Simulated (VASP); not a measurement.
Write the native input for VASP 6.6.1 that does the following.

- Task: relaxation of cell and atoms
- Functional: PBEsol
- Potentials or basis: VASP PAW PBE potentials, release 64 (Al, Au)
- Cutoff: 600 eV
- k mesh: 10 × 10 × 10
- Occupations: gaussian, width 0.1 eV
- Spin: no spin polarisation
- Dipole correction: no
- Further INCAR settings: ALGO = Fast; EDIFF = 1e-06; IBRION = 2; EDIFFG = -0.01; NSW = 80; ISIF = 3

The structure of Al2Au lies in POSCAR:

```
Al2Au
1.0
   -3.1062432665      3.1062432665      2.6734509506
    3.1062432665     -3.1062432665      2.6734509506
    3.1062432665      3.1062432665     -2.6734509506
Al Au
4 2
Direct
    0.1499631863      0.6499631863      0.7999263727
    0.6499631863      0.8500368137      0.5000000000
    0.8500368137      0.3500368137      0.2000736273
    0.3500368137      0.1499631863      0.5000000000
    0.7500000000      0.7500000000      0.0000000000
    0.2500000000      0.2500000000      0.0000000000
```

These files were run (other wordings do the same):

INCAR

```
  ALGO = Fast
  EDIFF = 1E-6
  EDIFFG = -0.01
  ENCUT = 600
  GGA = PS
  IBRION = 2
  ISIF = 3
  ISMEAR = 0
  LASPH = T
  LCHARG = F
  LREAL = F
  LWAVE = F
  NELM = 60
  NSW = 80
  PREC = Accurate
  SIGMA = 0.1
```

KPOINTS

```
k-points
0
Gamma
  10 10 10
```

Potentials or basis: VASP PAW PBE potentials, release 64 (Al, Au).

Command:

```bash
$ cat potpaw_PBE.64/Al/POTCAR potpaw_PBE.64/Au/POTCAR > POTCAR
$ mpirun -np 1 vasp_std > vasp.out
```

Results of the run:

The relaxed volume is 17.17 Å³/atom and the relaxed cell is a = 5.140 Å, b = 5.140 Å, c = 5.140 Å, α = 105.67°, β = 105.67°, γ = 117.37°. The space group after relaxing (to 0.05 Å) is I4/mcm (No. 140). The energy gained by relaxing is 0.0 meV/atom and the ionic steps are 3. The pressure after relaxing is 0.0 GPa and the band gap on the k mesh is zero (band 17 reaches 10.16 eV, above the bottom of band 18 at 6.36 eV).

Caveat: the PAW data sets were made with another functional, which shifts forces and pressure a little; spin-orbit coupling is left out, which moves the levels of the heavy elements.

It took 9.1 min on 1 thread of Intel(R) Xeon(R) 6975P-C (Granite Rapids), with other jobs on the host, peak memory 0.43 GiB.
